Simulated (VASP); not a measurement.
Write the native input for VASP 6.6.1 that does the following.

```
Task                   : single point
Functional             : PBEsol
Potentials or basis    : VASP PAW PBE potentials, release 64 (Hf_pv, O)
Cutoff                 : 520 eV
k mesh                 : 4 × 4 × 6
Occupations            : gaussian, width 0.01 eV
Spin                   : no spin polarisation
Dipole correction      : no
Further INCAR settings : ALGO = Normal; EDIFF = 1e-06; NBANDS = 31
```

The structure of HfO2 lies in POSCAR:

```
HfO2
1.0
    4.8382983968      0.0000000000      0.0000000000
    0.0000000000      4.8382983968      0.0000000000
    0.0000000000      0.0000000000      3.2199930757
Hf O
2 4
Direct
    0.0000000000      0.0000000000      0.0000000000
    0.5000000000      0.5000000000      0.5000000000
    0.1949543471      0.8050456529      0.5000000000
    0.3050456529      0.3050456529      0.0000000000
    0.6949543471      0.6949543471      0.0000000000
    0.8050456529      0.1949543471      0.5000000000
```

The input as run:

INCAR

```
PREC = Accurate ; ENCUT = 520
EDIFF = 1E-6 ; ISMEAR = 0
SIGMA = 0.01 ; LREAL = F
LASPH = T ; NELM = 80
ALGO = Normal ; ISIF = 2
LWAVE = F ; LCHARG = F
GGA = PS ; NBANDS = 31
```

KPOINTS

```
Automatic mesh
0
Gamma
  4 4 6
```

Potentials or basis: VASP PAW PBE potentials, release 64 (Hf_pv, O).

Launch:

```bash
$ cat potpaw_PBE.64/Hf_pv/POTCAR potpaw_PBE.64/O/POTCAR > POTCAR
$ mpirun -np 1 vasp_std > vasp.out
```

It gave:

```
Pressure               : -4.2 GPa
Largest force          : 0.075 eV/Å
Band gap on the k mesh : 3.82 eV
```

Caveat: the cell stands under tension; the PAW data sets were made with another functional, which shifts forces and pressure a little; spin-orbit coupling is left out, which moves the levels of the heavy elements.

It took 17 s on 1 thread of Intel(R) Xeon(R) 6975P-C (Granite Rapids), with other jobs on the host, peak memory 0.2 GiB.
